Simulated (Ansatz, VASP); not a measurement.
## Two plane-wave programs on AlRu

Contents of INCAR:

```
ALGO = Fast ; EDIFF = 1E-7
ENCUT = 520 ; GGA = PE
ISIF = 2 ; ISMEAR = 0
LASPH = T ; LCHARG = F
LREAL = F ; LWAVE = F
NBANDS = 16 ; NELM = 80
PREC = Accurate ; SIGMA = 0.15
```

KPOINTS

```
k-points
0
Gamma
  20 20 20
```

The input POSCAR:

```
AlRu
1.0
    2.9590234537      0.0000000000      0.0000000000
    0.0000000000      2.9590234537      0.0000000000
    0.0000000000      0.0000000000      3.0491459955
Al Ru
1 1
Direct
    0.0000000000      0.0000000000      0.0000000000
    0.5000000000      0.5000000000      0.5000000000
```

Input for Ansatz:

```yaml
crystal:
  lattice:
    - [2.9590234537, 0.0, 0.0]
    - [0.0, 2.9590234537, 0.0]
    - [0.0, 0.0, 3.0491459955]
  atoms:
    - { symbol: Al, position: [0.0, 0.0, 0.0] }
    - { symbol: Ru, position: [0.5, 0.5, 0.5] }
basis:
  ecutwfc: 420
kpoints:
  mp_grid: { grid: [20, 20, 20] }
hamiltonian:
  xc: pbe
scf:
  occupations: { method: gaussian, width: 0.15 }
output:
  forces: true
  stress: true
  eigenvalues: true
```

Change from the starting cell: strain -0.015 along x and y, +0.015 along z, atoms carried along.

Alike in both runs: task single point; functional PBE; k mesh 20 × 20 × 20; occupations gaussian, width 0.15 eV; no spin polarisation.

```csv
,VASP,Ansatz
version,VASP 6.6.1,Ansatz 0.2.0
potentials or method,"VASP PAW PBE potentials, release 64 (Al, Ru_pv), cutoff 520 eV","scalar-relativistic, plane waves, PAW"
valence electrons in the cell,17,19
```

VASP gave:

```
gap on the k mesh at the Fermi level (eV)                     : none
pressure (GPa)                                                : 3.3
traceless stress, the component that is largest in VASP (GPa) : -3.42
```

What did Ansatz give for the same quantities?

gap on the k mesh at the Fermi level (eV): none; pressure (GPa): 3.3; traceless stress, the component that is largest in VASP (GPa): -3.41.

A gap of «none» marks a metal or a gap that the smearing closes. The functional is the same, so the differences come from potentials, cutoffs and numerics. VASP's potentials hold 17 valence electrons a cell and Ansatz's 19, so a difference there can come from the potentials and not from the codes.
